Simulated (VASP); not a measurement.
B5W:

```
CELL_PARAMETERS angstrom
4.01197 0.00000 0.00000
0.00000 4.01197 0.00000
0.00000 0.00000 4.20006
ATOMIC_POSITIONS crystal
B 0.50000 0.50000 0.66544
B 0.50000 0.50000 0.33456
B 0.50000 0.00000 0.50000
B 0.00000 0.50000 0.50000
B 0.50000 0.50000 0.00000
W 0.00000 0.00000 0.00000
```

```yaml
Program: VASP 6.6.1
Task: relaxation of cell and atoms
Functional: PBE
Potentials_or_basis: VASP PAW PBE potentials, release 64 (B, W_sv)
Cutoff: 600 eV
k_mesh: 4 × 4 × 4
Occupations: gaussian, width 0.1 eV
Spin: no spin polarisation
```

At the start: pressure -4.0 GPa; volume 11.27 Å³/atom.

Q: Where does the relaxation end?

A: Over 11 steps the energy falls by 1184.2 meV/atom and the volume is 8.77 Å³/atom (-22.2 %); space group P4/mmm (No. 123, to 0.05 Å).

Step by step:
| step | energy change (eV) | largest force (eV/Å) | pressure (GPa) | volume (Å³) |
| --- | --- | --- | --- | --- |
| 1 | 0.0000 | 1.2225 | -4.02 | 67.60 |
| 2 | -4.1057 | 1.3953 | -27.18 | 63.43 |
| 3 | -5.0913 | 0.4188 | -27.04 | 60.26 |
| 4 | -7.0821 | 0.4519 | 1.06 | 52.35 |
| 5 | -5.8086 | 0.7697 | 36.18 | 47.96 |
| 6 | -7.0928 | 0.3024 | 3.58 | 51.91 |
| 7 | -7.0720 | 0.2062 | 6.42 | 51.47 |
| 8 | -7.0178 | 0.0617 | -10.15 | 54.96 |
| 9 | -7.1042 | 0.0793 | -0.36 | 52.75 |
| 10 | -7.1042 | 0.0813 | -0.23 | 52.72 |
| 11 | -7.1050 | 0.0295 | 0.07 | 52.61 |

Final structure:
```
B W
1.0
     2.95751    0.00000    0.00000
     0.00000    2.95751    0.00000
     0.00000    0.00000    6.01501
B W
5 1
Direct
  0.50000 0.50000 0.70049
  0.50000 0.50000 0.29951
  0.50000 0.00000 0.50000
  0.00000 0.50000 0.50000
  0.50000 0.50000 0.00000
  0.00000 0.00000 0.00000
```

Caveat: the k points lie up to 0.53 Å⁻¹ apart in the final cell; the volume moved by over 15 % at a fixed basis, so the end points are rough.
